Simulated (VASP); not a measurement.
HfN, 2 atoms in the cell. The structure is cubic, space group F-43m (No. 216). The conventional cell has a = 4.877 Å, b = 4.877 Å, c = 4.877 Å, α = 90.00°, β = 90.00°, γ = 90.00°. Within 2.8 Å of Hf (site symmetry -43m) lie 4 N at 2.11 Å. N (site symmetry -43m) has 4 Hf at 2.11 Å within 2.8 Å.  This cell differs from its parent crystal: volume scaled by 0.98.

| Property | Result |
| --- | --- |
| Program | VASP 6.6.1 |
| Task | single point |
| Functional | PBEsol |
| Potentials or basis | VASP PAW PBE potentials, release 64 (Hf_pv, N) |
| Cutoff | 520 eV |
| k mesh | 9 × 9 × 9 |
| Occupations | fermi-dirac, width 0.05 eV |
| Spin | no spin polarisation |
| Dipole correction | no |
| Further INCAR settings | ALGO = Normal; EDIFF = 1e-07; NBANDS = 14 |

Potentials or basis: VASP PAW PBE potentials, release 64 (Hf_pv, N).

Command:

```bash
$ cat potpaw_PBE.64/Hf_pv/POTCAR potpaw_PBE.64/N/POTCAR > POTCAR
$ mpirun -np 1 vasp_std > vasp.out
```

Hardware: 1 thread of Intel(R) Xeon(R) Platinum 8259CL CPU @ 2.50GHz (Skylake/Cascade Lake), on a shared host.

Problem. How long does it take, and how much memory?

Solution. Run time: 15 s on 1 thread of Intel(R) Xeon(R) Platinum 8259CL CPU @ 2.50GHz (Skylake/Cascade Lake) (shared host), peak memory 0.16 GiB. Counts: scf iterations 13, k points 35.
